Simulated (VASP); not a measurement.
# Zr: single point with revPBE

Zr:

```
Zr
1.0
     3.24903    0.00000    0.00000
    -1.62451    2.81374    0.00000
     0.00000    0.00000    5.20649
Zr
2
Direct
  0.66667 0.33333 0.75000
  0.33333 0.66667 0.25000
```

```yaml
Program: VASP 6.6.1
Task: single point
Functional: revPBE
Potentials_or_basis: VASP PAW PBE potentials, release 64 (Zr_sv)
Cutoff: 520 eV
k_mesh: 9 × 9 × 5
Occupations: fermi-dirac, width 0.05 eV
Spin: no spin polarisation
Dipole_correction: no
Further_INCAR_settings: ALGO = Normal; EDIFF = 1e-06; NBANDS = 19
```

* Pressure: 0.0 GPa
* Band gap on the k mesh: zero (band 12 reaches 9.69 eV, above the bottom of band 13 at 8.54 eV)

Levels at points of the mesh, in eV from the Fermi level:
```tsv
k point	band 9	band 10	band 11	band 12	band 13	band 14	band 15	band 16
(0.00, 0.00, 0.00)	-5.62	-2.98	0.87	0.87	0.95	1.02	1.53	1.53
```

Run time: 30 s on 1 thread of AMD EPYC 7R13 Processor (Zen 3), on a shared host, peak memory 0.14 GiB.

Caveat: the PAW data sets were made with another functional, which shifts forces and pressure a little.
